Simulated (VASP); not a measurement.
## BaTiO3: single point with r2SCAN

BaTiO3:

```
Ba Ti O
1.0
     3.99404    0.00000    0.00000
     0.00000    3.99404    0.00000
     0.00000    0.00000    3.99404
Ba Ti O
1 1 3
Direct
  0.50000 0.50000 0.50000
  0.00000 0.00000 0.00000
  0.50000 0.00000 0.00000
  0.00000 0.50000 0.00000
  0.00000 0.00000 0.50000
```

```json
{
 "Program": "VASP 6.6.1",
 "Task": "single point",
 "Functional": "r2SCAN",
 "Potentials or basis": "VASP PAW PBE potentials, release 64 (Ba_sv, Ti_sv, O)",
 "Cutoff": "520 eV",
 "k mesh": "8 × 8 × 8",
 "Occupations": "gaussian, width 0.02 eV",
 "Spin": "no spin polarisation",
 "Dipole correction": "no",
 "Further INCAR settings": "ALGO = Normal; EDIFF = 1e-06; NBANDS = 28"
}
```

```json
{
 "Pressure": "2.0 GPa",
 "Band gap on the k mesh": "2.15 eV (least direct gap 2.30 eV)"
}
```

Levels at points of the mesh, in eV from the valence-band top:
```
           k point  band 17  band 18  band 19  band 20  band 21  band 22  band 23  band 24
(0.00, 0.00, 0.00)    -1.13    -0.15    -0.15    -0.15     2.15     2.15     2.15     4.21
(0.50, 0.00, 0.00)    -1.83    -1.83    -0.75    -0.75     2.30     3.88     3.88     4.22
(0.50, 0.50, 0.00)    -1.78    -0.88    -0.88    -0.09     3.89     3.89     4.34     5.14
(0.50, 0.50, 0.50)    -2.42     0.00     0.00     0.00     4.59     4.59     4.59     7.44
```

Wall time 94 s on 1 thread of Intel(R) Xeon(R) 6975P-C (Granite Rapids), on a shared host, peak memory 0.21 GiB.

Caveat: the PAW data sets were made with another functional, which shifts forces and pressure a little; spin-orbit coupling is left out, which moves the levels of the heavy elements. A k mesh can miss the band edges.
